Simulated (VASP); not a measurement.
# SiC3 (P4/mmm) in VASP: a series of runs

The runs below take SiC3 through relaxation of cell and atoms, single point, with PBE.

Everything below comes from runs of VASP 6.6.1. Logs are shortened: lines on timing, memory, paths and dates and some standing lists are left out, and cuts for length are marked.

## (1) The cell of the first run

The structure is tetragonal, space group P4/mmm (No. 123). Conventional cell: a = 3.424 Å, b = 3.424 Å, c = 3.390 Å, α = 90.00°, β = 90.00°, γ = 90.00°. Si (site symmetry 4/mmm) has 2 C at 1.69 Å within 2.3 Å. Within 2.3 Å of C (site symmetry 4/mmm) lie 2 Si at 1.69 Å. C (site symmetry 4mm) has 2 C at 1.44 to 1.95 Å within 2.0 Å.

## (2) Relaxation of cell and atoms, PBE

Contents of INCAR:

```
SYSTEM = SiC3
PREC     = Accurate       ! precision mode
ENCUT    = 600            ! plane-wave cutoff, eV
EDIFF    = 1E-6           ! SCF threshold, eV
ISMEAR   = 0              ! smearing method
SIGMA    = 0.1            ! smearing width, eV
LREAL    = .FALSE.        ! projectors in reciprocal space
LASPH    = .TRUE.         ! aspherical terms in the spheres
NELM     = 100            ! most SCF steps
ALGO     = Normal         ! electronic algorithm
ISIF     = 3              ! what is computed and relaxed
LWAVE    = .FALSE.        ! write WAVECAR
LCHARG   = .FALSE.        ! write CHGCAR
GGA      = PE             ! functional
IBRION   = 2              ! ionic algorithm
NSW      = 90             ! ionic steps
EDIFFG   = -0.04          ! ionic threshold
```

Contents of KPOINTS:

```
Automatic mesh
0
G
  6 6 6
  0 0 0
```

Contents of POSCAR:

```
SiC3
1.0
    3.4236878748      0.0000000000      0.0000000000
    0.0000000000      3.4236878748      0.0000000000
    0.0000000000      0.0000000000      3.3899484427
Si C
1 3
Direct
    0.0000000000      0.0000000000      0.5000000000
    0.0000000000      0.0000000000      0.0000000000
    0.5000000000      0.5000000000      0.7126802612
    0.5000000000      0.5000000000      0.2873197388
```

Potentials or basis: VASP PAW PBE potentials, release 64 (Si, C).

Started as:

```console
$ cat potpaw_PBE.64/Si/POTCAR potpaw_PBE.64/C/POTCAR > POTCAR
$ mpirun -np 1 vasp_std > vasp.out
```

OUTCAR:

```text
SYSTEM = SiC3
   PREC = Accurate
   ENCUT = 600
   EDIFF = 1E-6
   ISMEAR = 0
   LREAL = .FALSE.
   LASPH = .TRUE.
   NELM = 100
   ISIF = 3
   GGA = PE
   IBRION = 2
   NSW = 90
   EDIFFG = -0.04

 ion  position               nearest neighbor table
   1  0.000  0.000  0.500-   2 1.69   2 1.69   4 2.53   3 2.53   3 2.53   4 2.53   3 2.53   4 2.53
                             3 2.53   4 2.53
   2  0.000  0.000  0.000-   1 1.69   1 1.69
   3  0.500  0.500  0.713-   4 1.44   4 1.95   1 2.53   1 2.53   1 2.53   1 2.53
   4  0.500  0.500  0.287-   3 1.44   3 1.95   1 2.53   1 2.53   1 2.53   1 2.53

  LATTYP: Found a simple tetragonal cell.
 ALAT       =     3.4236878748
 C/A-ratio  =     0.9901452956

  Lattice vectors:

 A1 = (   3.4236878748,   0.0000000000,   0.0000000000)
 A2 = (   0.0000000000,   3.4236878748,   0.0000000000)
 A3 = (   0.0000000000,   0.0000000000,   3.3899484427)

Analysis of symmetry for initial positions (statically):
=====================================================================
 Subroutine PRICEL returns:
 Original cell was already a primitive cell.

 Routine SETGRP: Setting up the symmetry group for a
 simple tetragonal supercell.

 Subroutine GETGRP returns: Found 16 space group operations
 (whereof 16 operations were pure point group operations)
 out of a pool of 16 trial point group operations.

The static configuration has the point symmetry D_4h.

Analysis of symmetry for dynamics (positions and initial velocities):
=====================================================================
 Subroutine PRICEL returns:
 Original cell was already a primitive cell.

 Routine SETGRP: Setting up the symmetry group for a
 simple tetragonal supercell.

 Subroutine GETGRP returns: Found 16 space group operations
 (whereof 16 operations were pure point group operations)
 out of a pool of 16 trial point group operations.

The dynamic configuration has the point symmetry D_4h.

 Subroutine INISYM returns: Found 16 space group operations
 (whereof 16 operations are pure point group operations),
 and found     1 'primitive' translations

----------------------------------------------------------------------------------------

                                     Primitive cell

  volume of cell :      39.7358

  direct lattice vectors                    reciprocal lattice vectors
     3.423687875  0.000000000  0.000000000     0.292082700  0.000000000  0.000000000
     0.000000000  3.423687875  0.000000000     0.000000000  0.292082700  0.000000000
     0.000000000  0.000000000  3.389948443     0.000000000  0.000000000  0.294989737

  length of vectors
     3.423687875  3.423687875  3.389948443     0.292082700  0.292082700  0.294989737

  position of ions in fractional coordinates (direct lattice)
     0.000000000  0.000000000  0.500000000
     0.000000000  0.000000000  0.000000000
     0.500000000  0.500000000  0.712680261
     0.500000000  0.500000000  0.287319739

  ion indices of the primitive-cell ions
   primitive index   ion index
                 1           1
                 2           2
                 3           3
                 4           4

----------------------------------------------------------------------------------------

 KPOINTS: Automatic mesh

Automatic generation of k-mesh.
 Grid dimensions read from file:
 generate k-points for:    6    6    6

 Generating k-lattice:

  Cartesian coordinates                     Fractional coordinates (reciprocal lattice)
     0.048680450  0.000000000  0.000000000     0.166666667  0.000000000  0.000000000
     0.000000000  0.048680450  0.000000000     0.000000000  0.166666667  0.000000000
     0.000000000  0.000000000  0.049164956     0.000000000  0.000000000  0.166666667

  Length of vectors
     0.048680450  0.048680450  0.049164956

  Shift w.r.t. Gamma in fractional coordinates (k-lattice)
     0.000000000  0.000000000  0.000000000

 Subroutine IBZKPT returns following result:
 ===========================================

 Found     40 irreducible k-points:

 Following reciprocal coordinates:
            Coordinates               Weight
  0.000000  0.000000  0.000000      1.000000
  0.166667  0.000000  0.000000      4.000000
  0.333333  0.000000  0.000000      4.000000
  0.500000  0.000000  0.000000      2.000000
  0.166667  0.166667  0.000000      4.000000
  0.333333  0.166667  0.000000      8.000000
[... 16 lines left out ...]
  0.333333  0.000000  0.333333      8.000000
  0.500000  0.000000  0.333333      4.000000
 [... further k-points ...]
   k-points           NKPTS =     40   k-points in BZ     NKDIM =     40   number of bands    NBANDS=     12
   number of dos      NEDOS =    301   number of ions     NIONS =      4
   total plane-waves  NPLWV =  21952
   dimension x,y,z NGX =    28 NGY =   28 NGZ =   28
   dimension x,y,z NGXF=    56 NGYF=   56 NGZF=   56
   ions per type =               1   3
   NGX,Y,Z   is equivalent  to a cutoff of  13.60, 13.60, 13.73 a.u.
   NGXF,Y,Z  is equivalent  to a cutoff of  27.19, 27.19, 27.46 a.u.
 SYSTEM =  SiC3
   PREC   = accura    normal or accurate (medium, high low for compatibility)
   ISTART =      0    job   : 0-new  1-cont  2-samecut
   ICHARG =      2    charge: 1-file 2-atom 10-const
   ISPIN  =      1    spin polarized calculation?
   LNONCOLLINEAR =      F non collinear calculations
   LSORBIT =      F    spin-orbit coupling
   LASPH  =      T    aspherical Exc in radial PAW
   ENCUT  =  600.0 eV  44.10 Ry    6.64 a.u.   6.84  6.84  6.77*2*pi/ulx,y,z
   NELM   =    100;   NELMIN=  2; NELMDL= -5     # of ELM steps
   EDIFF  = 0.1E-05   stopping-criterion for ELM
   LREAL  =      F    real-space projection
   EDIFFG = -.4E-01   stopping-criterion for IOM
   NSW    =     90    number of steps for IOM
   IBRION =      2    ionic relax: 0-MD 1-quasi-New 2-CG
   NFREE  =      1    steps in history (QN), initial steepest desc. (CG)
   ISIF   =      3    stress and relaxation
   ISYM   =      2    0-nonsym 1-usesym 2-fastsym
   POTIM  = 0.5000    time-step for ionic-motion
   TEBEG  =    0.0;   TEEND  =   0.0 temperature during run
   PSTRESS=    0.0 pullay stress
   NELECT =      16.0000    total number of electrons
   NUPDOWN=      -1.0000    fix difference up-down
   EMIN   =  10.00;   EMAX   =-10.00  energy-range for DOS
   EFERMI =   0.00;   METHOD = LEGACY
   ISMEAR =     0;   SIGMA  =   0.10  broadening in eV -4-tet -1-fermi 0-gaus
   EFERMI_NEDOS =   21; number of points for ismear=-14 and -15
   IALGO  =     38    algorithm
   IMIX   =      4    mixing-type and parameters
     AMIX     =   0.40;   BMIX     =  1.00
     AMIX_MAG =   1.60;   BMIX_MAG =  1.00
  volume/ion in A,a.u.               =       9.93        67.04
  Fermi-wavevector in a.u.,A,eV,Ry     =   1.208893  2.284476 19.883841  1.461421
  Thomas-Fermi vector in A             =   2.344487
   LORBIT       =      0    0 simple, 1 ext, 2 COOP (PROOUT), +10 PAW based schemes
   GGA     = PE    functional components
   LHFCALC =     F    Hartree Fock is set to
   AEXX    =    0.0000 exact exchange contribution
   IVDW    =     0    specifies the selected vdW correction
   LEPSILON=     F    determine dielectric tensor
   LRPA    =     F    only Hartree local field effects (RPA)
 conjugate gradient relaxation of ions
 non-spin polarized calculation
 Gauss-broadening in eV      SIGMA  =   0.10
  energy-cutoff  :      600.00
  volume of cell :       39.74
 maximum number of plane-waves:      1357
 NGX is ok and might be reduce to    28
   NGX = 13   NGY = 13   NGZ = 13

--------------------------------------- Ionic step        1  -------------------------------------------

 number of electron      16.0000000 magnetization

 Free energy of the ion-electron system (eV)
  ---------------------------------------------------
  ext. energy  EPLUGINS =         0.00000000
  ---------------------------------------------------
  free energy    TOTEN  =       -23.11102441 eV

  energy without entropy =      -23.10227105  energy(sigma->0) =      -23.10664773

------------------------ aborting loop because EDIFF is reached ----------------------------------------

  FORCE on cell =-STRESS in cart. coord.  units (eV):
  Direction    XX          YY          ZZ          XY          YZ          ZX
  --------------------------------------------------------------------------------------
  -------------------------------------------------------------------------------------
  Total        0.5585550      0.5585550     -0.4175091      0.0000000      0.0000000      0.0000000
  in kB       22.5213839     22.5213839    -16.8343027      0.0000000      0.0000000      0.0000000
  external PRESSURE =       9.4028217 kB  Pullay stress =       0.0000000 kB
[... 95 lines left out ...]
  FREE ENERGIE OF THE ION-ELECTRON SYSTEM (eV)
  ---------------------------------------------------
  free  energy   TOTEN  =       -23.1675091031 eV

  energy  without entropy=      -23.1590814635  energy(sigma->0) =      -23.16329528

[... ionic steps 4 to 13 ...]

--------------------------------------- Ionic step       14  -------------------------------------------

 number of electron      16.0000000 magnetization

------------------------ aborting loop because EDIFF is reached ----------------------------------------
[... 71 lines left out ...]
--------------------------------------- Ionic step       16  -------------------------------------------

 number of electron      16.0000000 magnetization

 Free energy of the ion-electron system (eV)
  ---------------------------------------------------
  ext. energy  EPLUGINS =         0.00000000
  ---------------------------------------------------
  free energy    TOTEN  =       -23.21841176 eV

  energy without entropy =      -23.21046949  energy(sigma->0) =      -23.21444063

 E-fermi :   5.5143     XC(G=0): -10.8131

 val. band max:        5.5083250318   @ k =   0.5000   0.1667   0.1667
 cond. band min:       5.5448058868   @ k =   0.1667   0.0000   0.1667
 fundamental gap:      0.0364808549
 Fermi energy:         5.5142688132

 k-point     1 :       0.0000    0.0000    0.0000
  band No.  band energies     occupation
      1     -10.6979      2.00000
      2      -5.8756      2.00000
      3      -0.2705      2.00000
      4       0.4770      2.00000
      5       0.4770      2.00000
      6       0.6310      2.00000
      7       4.5074      2.00000
      8       6.3568      0.00000
      9       6.4004      0.00000
     10       6.4004      0.00000
     11       9.6698      0.00000
     12      10.3081      0.00000
[... 331 lines left out ...]
 k-point    24 :       0.5000    0.0000    0.3333
  band No.  band energies     occupation
      1      -9.1769      2.00000
      2      -6.4280      2.00000
      3      -2.9875      2.00000
      4      -2.5903      2.00000
      5       2.6024      2.00000
      6       2.9999      2.00000
      7       4.3758      2.00000
      8       4.7051      2.00000
      9       6.4232      0.00000
     10       8.2349      0.00000
     11       8.6007      0.00000
     12       9.2333      0.00000

 [... further k-points ...]

------------------------ aborting loop because EDIFF is reached ----------------------------------------

  FORCE on cell =-STRESS in cart. coord.  units (eV):
  Direction    XX          YY          ZZ          XY          YZ          ZX
  --------------------------------------------------------------------------------------
  -------------------------------------------------------------------------------------
  Total        0.0893408      0.0893408     -0.0669294      0.0000000     -0.0000000      0.0000000
  in kB        3.3085548      3.3085548     -2.4785960      0.0000000     -0.0000000      0.0000000
  external PRESSURE =       1.3795046 kB  Pullay stress =       0.0000000 kB
[... 19 lines left out ...]
  FREE ENERGIE OF THE ION-ELECTRON SYSTEM (eV)
  ---------------------------------------------------
  free  energy   TOTEN  =       -23.2184117633 eV

  energy  without entropy=      -23.2104694930  energy(sigma->0) =      -23.21444063

 reached required accuracy - stopping structural energy minimisation
```

Run time: 3.5 min. Hardware: 1 thread of Intel Xeon 8259CL, shared host; peak memory 0.16 GiB.

What came out:

- Free energy: -23.2184 eV
- Relaxed volume: 10.82 Å³/atom
- Relaxed cell: a = 3.564 Å, b = 3.564 Å, c = 3.406 Å, α = 90.00°, β = 90.00°, γ = 90.00°
- Space group after relaxing (to 0.1 Å): P4/mmm (No. 123)
- Energy gained by relaxing: 26.8 meV/atom
- Ionic steps: 16
- Pressure after relaxing: 0.1 GPa
- Largest force after relaxing: 0.012 eV/Å
- Band gap on the k mesh: zero (bands 8 and 9 overlap by 2.84 eV)

Forces on the atoms (eV/Å):
```
Si   0.000  0.000  0.000
C    0.000  0.000  0.000
C    0.000  0.000  0.012
C    0.000  0.000 -0.012
```

Step by step:
```
step  energy change (eV)  largest force (eV/Å)  pressure (GPa)  volume (Å³)
   1              0.0000                1.4925            0.94        39.74
   2              0.0586                3.2220           13.66        40.07
   3             -0.0565                0.0116            5.88        39.89
   4             -0.0762                0.2992           -0.95        41.94
   5             -0.0833                0.1923            1.17        41.22
   6             -0.0893                0.2257           -0.20        41.67
   7             -0.0901                0.4171           -0.82        41.89
   8             -0.0922                0.4098           -0.65        41.98
   9             -0.0977                0.3917           -0.16        42.25
  10             -0.1022                0.3966            0.62        42.77
  11             -0.1041                0.2474            0.89        42.82
  12             -0.1057                0.0855            1.45        42.92
  13             -0.1069                0.0688            0.83        43.08
  14             -0.1073                0.0497            0.16        43.26
  15             -0.1073                0.0519            0.21        43.25
  16             -0.1074                0.0118            0.14        43.26
```

Final structure:
```
Si C
1.0
     3.56388    0.00000    0.00000
     0.00000    3.56388    0.00000
     0.00000    0.00000    3.40624
Si C
1 3
Direct
  0.00000 0.00000 0.50000
  0.00000 0.00000 0.00000
  0.50000 0.50000 0.69915
  0.50000 0.50000 0.30085
```

Levels at points of the mesh, in eV from the Fermi level:
| k point | band 5 | band 6 | band 7 | band 8 | band 9 | band 10 | band 11 | band 12 |
| --- | --- | --- | --- | --- | --- | --- | --- | --- |
| (0.00, 0.00, 0.00) | -5.04 | -4.88 | -1.01 | 0.84 | 0.89 | 0.89 | 4.16 | 4.79 |
| (0.50, 0.00, 0.00) | -4.07 | -3.60 | -2.08 | -1.82 | -1.47 | 2.79 | 4.94 | 5.25 |
| (0.50, 0.50, 0.00) | -5.05 | -4.87 | -1.59 | 1.37 | 1.37 | 1.69 | 3.50 | 3.50 |
| (0.00, 0.00, 0.50) | -3.39 | -3.39 | -1.26 | -1.26 | 2.51 | 4.45 | 4.45 | 5.22 |
| (0.50, 0.00, 0.50) | -2.60 | -2.10 | -0.18 | -0.01 | 0.05 | 2.05 | 2.39 | 2.53 |
| (0.50, 0.50, 0.50) | -5.44 | -5.44 | -3.17 | -3.17 | 2.70 | 5.07 | 5.07 | 5.76 |

(Continued in part 2 of 2.)

The gap in the log of VASP goes by the Fermi energy; the results here count the filled bands.